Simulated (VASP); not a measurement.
# TiO2 (P4_2/mnm) in VASP: a series of runs, part 2 of 2

VASP 6.6.1. Earlier steps stand in the parts before.

## 4. Relaxation of cell and atoms, LDA

Input file INCAR:

```
SYSTEM = TiO2
ALGO = Normal ; EDIFF = 1E-7
EDIFFG = -0.002 ; ENCUT = 600
GGA = CA ; IBRION = 2
ISIF = 3 ; ISMEAR = 0
LASPH = .TRUE. ; LCHARG = .FALSE.
LREAL = .FALSE. ; LWAVE = .FALSE.
NELM = 100 ; NSW = 100
PREC = Accurate ; SIGMA = 0.02
```

Input file KPOINTS:

```
k-points
0
G
  6 6 10
  0 0 0
```

Input file POSCAR:

```
TiO2
1.0
    4.5922000000      0.0000000000      0.0000000000
    0.0000000000      4.5922000000      0.0000000000
    0.0000000000      0.0000000000      2.9574000000
Ti O
2 4
Direct
    0.0000000000      0.0000000000      0.0000000000
    0.5000000000      0.5000000000      0.5000000000
    0.3049600000      0.3049600000      0.0000000000
    0.1950400000      0.8049600000      0.5000000000
    0.6950400000      0.6950400000      0.0000000000
    0.8049600000      0.1950400000      0.5000000000
```

Potentials or basis: VASP PAW LDA potentials, release 64 (Ti_sv, O).

Run with:

```console
$ cat potpaw_LDA.64/Ti_sv/POTCAR potpaw_LDA.64/O/POTCAR > POTCAR
$ mpirun -np 1 vasp_std > vasp.out
```

OUTCAR:

```text
SYSTEM = TiO2
   EDIFF = 1E-7
   EDIFFG = -0.002
   ENCUT = 600
   GGA = CA
   IBRION = 2
   ISIF = 3
   ISMEAR = 0
   LASPH = .TRUE.
   LREAL = .FALSE.
   NELM = 100
   NSW = 100
   PREC = Accurate

 ion  position               nearest neighbor table
   1  0.000  0.000  0.000-   4 1.95   6 1.95   4 1.95   6 1.95   5 1.98   3 1.98
   2  0.500  0.500  0.500-   3 1.95   5 1.95   3 1.95   5 1.95   4 1.98   6 1.98
   3  0.305  0.305  0.000-   2 1.95   2 1.95   1 1.98
   4  0.195  0.805  0.500-   1 1.95   1 1.95   2 1.98
   5  0.695  0.695  0.000-   2 1.95   2 1.95   1 1.98
   6  0.805  0.195  0.500-   1 1.95   1 1.95   2 1.98

  LATTYP: Found a simple tetragonal cell.
 ALAT       =     4.5922000000
 C/A-ratio  =     0.6440050520

  Lattice vectors:

 A1 = (   4.5922000000,   0.0000000000,   0.0000000000)
 A2 = (   0.0000000000,   4.5922000000,   0.0000000000)
 A3 = (   0.0000000000,   0.0000000000,   2.9574000000)

Analysis of symmetry for initial positions (statically):
=====================================================================
 Subroutine PRICEL returns:
 Original cell was already a primitive cell.

 Routine SETGRP: Setting up the symmetry group for a
 simple tetragonal supercell.

 Subroutine GETGRP returns: Found 16 space group operations
 (whereof  8 operations were pure point group operations)
 out of a pool of 16 trial point group operations.

[... 291 lines left out ...]

[... ionic steps 4 to 9 ...]

--------------------------------------- Ionic step       10  -------------------------------------------

 number of electron      48.0000001 magnetization

------------------------ aborting loop because EDIFF is reached ----------------------------------------
[... 75 lines left out ...]
--------------------------------------- Ionic step       12  -------------------------------------------

 number of electron      48.0000001 magnetization

 Free energy of the ion-electron system (eV)
  ---------------------------------------------------
  ext. energy  EPLUGINS =         0.00000000
  ---------------------------------------------------
  free energy    TOTEN  =       -58.79401598 eV

  energy without entropy =      -58.79401598  energy(sigma->0) =      -58.79401598

 E-fermi :   5.0966     XC(G=0): -12.1551

 val. band max:        4.8864510564   @ k =   0.0000   0.0000   0.0000
 cond. band min:       6.7024564698   @ k =   0.0000   0.0000   0.0000
 fundamental gap:      1.8160054133
 Fermi energy:         5.0966338548

 k-point     1 :       0.0000    0.0000    0.0000
  band No.  band energies     occupation
      1     -51.2085      2.00000
      2     -51.1867      2.00000
      3     -27.9511      2.00000
      4     -27.9511      2.00000
      5     -27.7579      2.00000
      6     -27.7579      2.00000
[... 733 lines left out ...]
     27       8.0669      0.00000
     28       8.0669      0.00000

 [... further k-points ...]

------------------------ aborting loop because EDIFF is reached ----------------------------------------

  FORCE on cell =-STRESS in cart. coord.  units (eV):
  Direction    XX          YY          ZZ          XY          YZ          ZX
  --------------------------------------------------------------------------------------
  -------------------------------------------------------------------------------------
  Total        0.0009120      0.0009120     -0.0012019     -0.0000000      0.0000000      0.0000000
  in kB        0.0241343      0.0241343     -0.0318055     -0.0000000      0.0000000      0.0000000
  external PRESSURE =       0.0054877 kB  Pullay stress =       0.0000000 kB
[... 21 lines left out ...]
  FREE ENERGIE OF THE ION-ELECTRON SYSTEM (eV)
  ---------------------------------------------------
  free  energy   TOTEN  =       -58.7940159800 eV

  energy  without entropy=      -58.7940159800  energy(sigma->0) =      -58.79401598

 reached required accuracy - stopping structural energy minimisation
```

OSZICAR:

```text
N       E                     dE             d eps       ncg     rms          rms(c)
DAV:   1     0.710915053945E+03    0.71092E+03   -0.27225E+04  3360   0.222E+03
DAV:   2     0.560611922859E+02   -0.65485E+03   -0.63553E+03  3568   0.615E+02
DAV:   3    -0.700304588902E+02   -0.12609E+03   -0.12113E+03  5280   0.224E+02
DAV:   4    -0.755875619261E+02   -0.55571E+01   -0.55507E+01  4544   0.514E+01
[... 100 lines left out ...]
       N       E                     dE             d eps       ncg     rms          rms(c)
DAV:   1    -0.587940165618E+02   -0.15768E-05   -0.40168E-04  3380   0.148E-01    0.756E-03
DAV:   2    -0.587940163648E+02    0.19699E-06   -0.10163E-05  3860   0.286E-02    0.449E-03
DAV:   3    -0.587940159845E+02    0.38034E-06   -0.11553E-06  3856   0.858E-03    0.146E-03
DAV:   4    -0.587940159800E+02    0.44247E-08   -0.28334E-07  2872   0.345E-03
  12 F= -.58794016E+02 E0= -.58794016E+02  d E =-.105105E-05
```

CONTCAR:

```text
TiO2
   1.00000000000000
     4.5520874822177069    0.0000000000000000    0.0000000000000000
     0.0000000000000000    4.5520874822177069    0.0000000000000000
     0.0000000000000000    0.0000000000000000    2.9217636975279855
  Ti              O
     2     4
Direct
     0.0000000000000000    1.0000000000000000    0.0000000000000000
     0.5000000000000000    0.5000000000000000    0.5000000000000000
     0.3038394804553756    0.3038394804553756    1.0000000000000000
     0.1961605195446244    0.8038394804553755    0.5000000000000000
     0.6961605195446245    0.6961605195446245    0.0000000000000000
     0.8038394804553755    0.1961605195446244    0.5000000000000000

  0.00000000E+00  0.00000000E+00  0.00000000E+00
  0.00000000E+00  0.00000000E+00  0.00000000E+00
  0.00000000E+00  0.00000000E+00  0.00000000E+00
  0.00000000E+00  0.00000000E+00  0.00000000E+00
  0.00000000E+00  0.00000000E+00  0.00000000E+00
  0.00000000E+00  0.00000000E+00  0.00000000E+00
```

Run time: 8.9 min. Hardware: 1 thread of Intel Xeon Platinum 8488C (Sapphire Rapids), shared host; peak memory 0.24 GiB.

Results:

| Item | Value |
| --- | --- |
| Free energy | -58.7940 eV |
| Relaxed volume | 10.09 Å³/atom |
| Relaxed cell | a = 4.552 Å, b = 4.552 Å, c = 2.922 Å, α = 90.00°, β = 90.00°, γ = 90.00° |
| Space group after relaxing (to 0.1 Å) | P4_2/mnm (No. 136) |
| Energy gained by relaxing | 7.1 meV/atom |
| Ionic steps | 12 |
| Pressure after relaxing | 0.0 GPa |
| Band gap on the k mesh | 1.82 eV |

Step by step:
```
step  energy change (eV)  largest force (eV/Å)  pressure (GPa)  volume (Å³)
   1              0.0000                0.0013           -7.05        62.37
   2              0.0413                0.3946           11.29        58.33
   3             -0.0402                0.1497           -0.09        60.66
   4             -0.0402                0.1529            0.05        60.62
   5             -0.0424                0.0151            0.09        60.53
   6             -0.0424                0.0018            0.07        60.52
   7             -0.0424                0.0014            0.09        60.52
   8             -0.0424                0.0052           -0.08        60.56
   9             -0.0424                0.0032           -0.01        60.54
  10             -0.0424                0.0031            0.01        60.54
  11             -0.0424                0.0032            0.01        60.54
  12             -0.0424                0.0005            0.00        60.54
```

Final structure:
```cif
data_structure
_symmetry_space_group_name_H-M 'P 1'
_symmetry_Int_Tables_number 1
_cell_length_a 4.5521
_cell_length_b 4.5521
_cell_length_c 2.9218
_cell_angle_alpha 90.000
_cell_angle_beta 90.000
_cell_angle_gamma 90.000
_cell_volume 60.54
loop_
_atom_site_label
_atom_site_type_symbol
_atom_site_fract_x
_atom_site_fract_y
_atom_site_fract_z
_atom_site_occupancy
Ti1 Ti 0.00000 0.00000 0.00000 1
Ti2 Ti 0.50000 0.50000 0.50000 1
O1 O 0.30384 0.30384 0.00000 1
O2 O 0.19616 0.80384 0.50000 1
O3 O 0.69616 0.69616 0.00000 1
O4 O 0.80384 0.19616 0.50000 1
```

## 5. Summary

```csv
task,cell,k mesh,cutoff (eV),smearing,gap on the mesh (eV),pressure (GPa)
single point,"a = 4.592, b = 4.592, c = 2.957 Å, 6 atoms, atomic positions A",4 × 4 × 6,520,gaussian 0.1 eV,1.78,-6.8
single point,"a = 4.549, b = 4.549, c = 2.917 Å, 6 atoms, atomic positions B",6 × 6 × 10,520,gaussian 0.02 eV,1.83,1.1
relaxation of cell and atoms,"relaxed from a = 4.592, b = 4.592, c = 2.957 Å, 6 atoms, atomic positions A",6 × 6 × 10,600,gaussian 0.02 eV,1.82,0.0
```

Alike in all rows: level LDA; potentials or basis VASP PAW LDA potentials, release 64 (Ti_sv, O); no spin polarisation.

Caveats: the cell stands under tension (at least some runs).

Total energies depend on the potentials used, so only differences within one code and one set of settings carry meaning.
